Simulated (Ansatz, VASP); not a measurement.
## Two plane-wave programs on Si

```xyz
2
Lattice="2.4440 0.0000 0.0000 -1.2220 2.1166 0.0000 0.0000 0.0000 4.1520" Properties=species:S:1:pos:R:3 pbc="T T T"
Si    0.0000    1.4110    1.0380
Si    1.2220    0.7055    3.1140
```

Alike in both runs: task relaxation of cell and atoms; functional revPBE; dispersion D3(BJ); k mesh 13 × 13 × 7; no spin polarisation.

|  | VASP | Ansatz |
| --- | --- | --- |
| version | VASP 6.6.1 | Ansatz 0.2.0 |
| potentials or method | VASP PAW PBE potentials, release 64 (Si), cutoff 600 eV | plane waves, PAW |
| occupations | fermi-dirac, width 0.1 eV | fermi-dirac |
| valence electrons in the cell | 8 | 8 |

Ansatz gave:

| Item | Value |
| --- | --- |
| relaxed volume (Å³/atom) | 12.98 |
| relaxed length of the cell vector where the two differ most in proportion (Å) | 2.611 |

Question: What did VASP give for the same quantities?

Answer: Relaxed volume (Å³/atom): 12.94; relaxed length of the cell vector where the two differ most in proportion (Å): 2.608.

VASP's potentials were made for PBE, not for revPBE.

Noted on VASP's run: the volume moved by over 15 % at a fixed basis, so the end points are rough.
